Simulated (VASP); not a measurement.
A run of VASP 6.6.1 is set up as follows.

INCAR

```
SYSTEM = Ga2SeS3
PREC     = Accurate       ! precision mode
ENCUT    = 520            ! plane-wave cutoff, eV
EDIFF    = 1E-6           ! SCF threshold, eV
ISMEAR   = 0              ! smearing method
SIGMA    = 0.15           ! smearing width, eV
LREAL    = .False.        ! projectors in reciprocal space
LASPH    = .True.         ! aspherical terms in the spheres
NELM     = 80             ! most SCF steps
ALGO     = Normal         ! electronic algorithm
ISIF     = 2              ! what is computed and relaxed
LWAVE    = .False.        ! write WAVECAR
LCHARG   = .False.        ! write CHGCAR
GGA      = PE             ! functional
NBANDS   = 34             ! bands
```

Contents of KPOINTS:

```
regular mesh
0
Gamma
  4 4 4
  0 0 0
```

The input POSCAR:

```
Ga2SeS3
1.0
   -1.8501743245      1.8501743245      8.3517198885
    1.8501743245     -1.8501743245      8.3517198885
    1.8501743245      1.8501743245     -8.3517198885
Ga Se S
2 1 3
Direct
    0.8269179684      0.8269179684      0.0000000000
    0.1730820316      0.1730820316      0.0000000000
    0.5000000000      0.5000000000      0.0000000000
    0.6785324399      0.6785324399      0.0000000000
    0.0000000000      0.0000000000      0.0000000000
    0.3214675601      0.3214675601      0.0000000000
```

Potentials or basis: VASP PAW PBE potentials, release 64 (Ga_d, Se, S).

Run with:

```console
$ cat potpaw_PBE.64/Ga_d/POTCAR potpaw_PBE.64/Se/POTCAR potpaw_PBE.64/S/POTCAR > POTCAR
$ mpirun -np 1 vasp_std > vasp.out
```

Q: Estimate the band gap on the k mesh.

A: Zero (bands 25 and 26 overlap by 1.22 eV).

Q: Estimate the largest force.

A: 0.023 eV/Å.

Q: Estimate the pressure.

A: 0.0 GPa.

Stress tensor (GPa, compression positive):
```
-0.10  0.00  0.00
 0.00 -0.10  0.00
 0.00  0.00  0.10
```

Caveat: the k points lie up to 0.43 Å⁻¹ apart, too coarse for converged energies and pressures of a metal.
